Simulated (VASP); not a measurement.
Bi: relaxation of cell and atoms with PBE

Crystal: Bi.

```
CELL_PARAMETERS angstrom
0.00000 2.43468 2.43468
2.43468 0.00000 2.43468
2.43468 2.43468 0.00000
ATOMIC_POSITIONS crystal
Bi 0.00000 0.00000 0.00000
```

This isn't the form of Bi at room conditions, which is rhombohedral.

| Item | Value |
| --- | --- |
| Program | VASP 6.6.1 |
| Task | relaxation of cell and atoms |
| Functional | PBE |
| Potentials or basis | VASP PAW PBE potentials, release 64 (Bi_d) |
| Cutoff | 600 eV |
| k mesh | 14 × 14 × 14 |
| Occupations | fermi-dirac, width 0.08 eV |
| Spin | no spin polarisation |
| Target pressure | 6.3 GPa |
| Dipole correction | no |
| Further INCAR settings | ALGO = Normal; EDIFF = 1e-06; IBRION = 2; EDIFFG = -0.005; NSW = 60; ISIF = 3 |

```
Pressure after relaxing : 6.3 GPa
Band gap on the k mesh  : zero (an odd number of electrons rules out a gap without spin polarisation)
```

Final structure:
```cif
data_structure
_symmetry_space_group_name_H-M 'P 1'
_symmetry_Int_Tables_number 1
_cell_length_a 3.4432
_cell_length_b 3.4432
_cell_length_c 3.4432
_cell_angle_alpha 60.000
_cell_angle_beta 60.000
_cell_angle_gamma 60.000
_cell_volume 28.86
loop_
_atom_site_label
_atom_site_type_symbol
_atom_site_fract_x
_atom_site_fract_y
_atom_site_fract_z
_atom_site_occupancy
Bi1 Bi 0.00000 0.00000 0.00000 1
```

Levels at points of the mesh, in eV from the Fermi level:
| k point | band 3 | band 4 | band 5 | band 6 | band 7 | band 8 | band 9 | band 10 | band 11 |
| --- | --- | --- | --- | --- | --- | --- | --- | --- | --- |
| (0.00, 0.00, 0.00) | -23.21 | -23.12 | -23.12 | -14.21 | 5.42 | 5.42 | 5.42 | 8.95 | 9.70 |
| (0.50, 0.00, 0.00) | -23.20 | -23.03 | -23.03 | -10.94 | -5.82 | 3.65 | 3.65 | 7.81 | 8.49 |
| (0.50, 0.50, 0.00) | -23.03 | -23.00 | -23.00 | -9.65 | -4.93 | 0.31 | 0.31 | 4.06 | 5.26 |

It took 20 s on 1 thread of Intel(R) Xeon(R) Platinum 8559C (Emerald Rapids), on a shared host, peak memory 0.17 GiB.

Caveat: the cell is relaxed towards a set pressure, so the run minimises the enthalpy, not the energy; spin-orbit coupling is left out, which moves the levels of the heavy elements.
